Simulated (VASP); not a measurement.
A run of VASP 6.6.1 is set up as follows.

The input INCAR:

```
ALGO     = Normal         # electronic algorithm
EDIFF    = 1E-7           # SCF threshold, eV
ENCUT    = 520            # plane-wave cutoff, eV
GGA      = RE             # functional
ISIF     = 2              # what is computed and relaxed
ISMEAR   = -1             # smearing method
LASPH    = True           # aspherical terms in the spheres
LCHARG   = False          # write CHGCAR
LREAL    = False          # projectors in reciprocal space
LWAVE    = False          # write WAVECAR
NBANDS   = 10             # bands
NELM     = 60             # most SCF steps
PREC     = Accurate       # precision mode
SIGMA    = 0.1            # smearing width, eV
```

The input KPOINTS:

```
k-points
0
Gamma
  16 16 16
```

File POSCAR:

```
Os
1.0
   -1.6101153255      1.6101153255      1.6101153255
    1.6101153255     -1.6101153255      1.6101153255
    1.6101153255      1.6101153255     -1.6101153255
Os
1
Direct
    0.0000000000      0.0000000000      0.0000000000
```

Potentials or basis: VASP PAW PBE potentials, release 64 (Os).

The run is started by

```console
$ cat potpaw_PBE.64/Os/POTCAR > POTCAR
$ mpirun -np 1 vasp_std > vasp.out
```

Q: Estimate the pressure.

A: -29.6 GPa.

Q: Estimate the band gap on the k mesh.

A: Zero (band 4 reaches 9.17 eV, above the bottom of band 5 at 5.69 eV).

Caveat: the PAW data sets were made with another functional, which shifts forces and pressure a little; spin-orbit coupling is left out, which moves the levels of the heavy elements.
